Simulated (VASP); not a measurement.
Set up this calculation in VASP 6.6.1, as the native input.

```
Task                   : single point
Functional             : PBEsol
Potentials or basis    : VASP PAW PBE potentials, release 64 (Rb_sv)
Cutoff                 : 520 eV
k mesh                 : 10 × 10 × 10
Occupations            : gaussian, width 0.1 eV
Spin                   : no spin polarisation
Dipole correction      : no
Further INCAR settings : ALGO = Fast; EDIFF = 1e-06; NBANDS = 10
```

The structure of Rb lies in POSCAR:

```
Rb
1.0
   -2.7531630200      2.7982273800      2.7887711600
    2.7707285800     -2.7701673800      2.7782767200
    2.7568108200      2.7738151800     -2.7607111600
Rb
1
Direct
    0.0000000000      0.0000000000      0.0000000000
```

This cell differs from its parent crystal: the cell strained at random.

These files were run (other wordings do the same):

INCAR

```
SYSTEM = Rb
ALGO     = Fast           ! electronic algorithm
EDIFF    = 1E-6           ! SCF threshold, eV
ENCUT    = 520            ! plane-wave cutoff, eV
GGA      = PS             ! functional
ISIF     = 2              ! what is computed and relaxed
ISMEAR   = 0              ! smearing method
LASPH    = .TRUE.         ! aspherical terms in the spheres
LCHARG   = .FALSE.        ! write CHGCAR
LREAL    = .FALSE.        ! projectors in reciprocal space
LWAVE    = .FALSE.        ! write WAVECAR
NBANDS   = 10             ! bands
NELM     = 80             ! most SCF steps
PREC     = Accurate       ! precision mode
SIGMA    = 0.1            ! smearing width, eV
```

KPOINTS

```
k-points
0
G
  10 10 10
  0 0 0
```

Potentials or basis: VASP PAW PBE potentials, release 64 (Rb_sv).

The run is started by

```bash
$ cat potpaw_PBE.64/Rb_sv/POTCAR > POTCAR
$ mpirun -np 1 vasp_std > vasp.out
```

Results of the run:

```json
{
 "Pressure": "0.0 GPa",
 "Band gap on the k mesh": "zero (an odd number of electrons rules out a gap without spin polarisation)"
}
```

Caveat: the cell differs from its parent crystal (the cell strained at random); the PAW data sets were made with another functional, which shifts forces and pressure a little.

It took 7 min on 1 thread of Oxide Virtual Turin-like Processor (shared host), peak memory 0.48 GiB.
